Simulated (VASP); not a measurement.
A run of VASP 6.6.1:

File INCAR:

```
ALGO = Fast ; EDIFF = 1E-6
ENCUT = 520 ; GGA = PE
ISIF = 2 ; ISMEAR = 0
KPAR = 4 ; LASPH = True
LCHARG = False ; LREAL = False
LWAVE = False ; NBANDS = 40
NELM = 80 ; PREC = Accurate
SIGMA = 0.1
```

File KPOINTS:

```
k-points
0
Gamma
  30 30 8
```

POSCAR

```
V
1.0
    2.6197935537      0.0000000000      0.0000000000
   -1.3098967769      2.2688077702      0.0000000000
    0.0000000000      0.0000000000     11.6550112609
V
5
Direct
    0.0000000000      0.0000000000      0.0002370495
    0.3333333333      0.6666666667      0.2000000000
    0.6666666667      0.3333333333      0.3997629505
    0.0000000000      0.0000000000      0.5998323750
    0.6666666667      0.3333333333      0.8001676250
```

Potentials or basis: VASP PAW PBE potentials, release 64 (V_sv).

Launch:

```bash
$ cat potpaw_PBE.64/V_sv/POTCAR > POTCAR
$ mpirun -np 4 vasp_std > vasp.out
```

Hardware: 4 MPI ranks on Oxide Virtual Turin-like Processor, on a shared host.

Question: How long does it take, and how much memory?

Answer: Wall time 21 min on 4 MPI ranks on Oxide Virtual Turin-like Processor (shared host), peak memory 1.2 GiB a rank. Counts: scf iterations 19, k points 680.
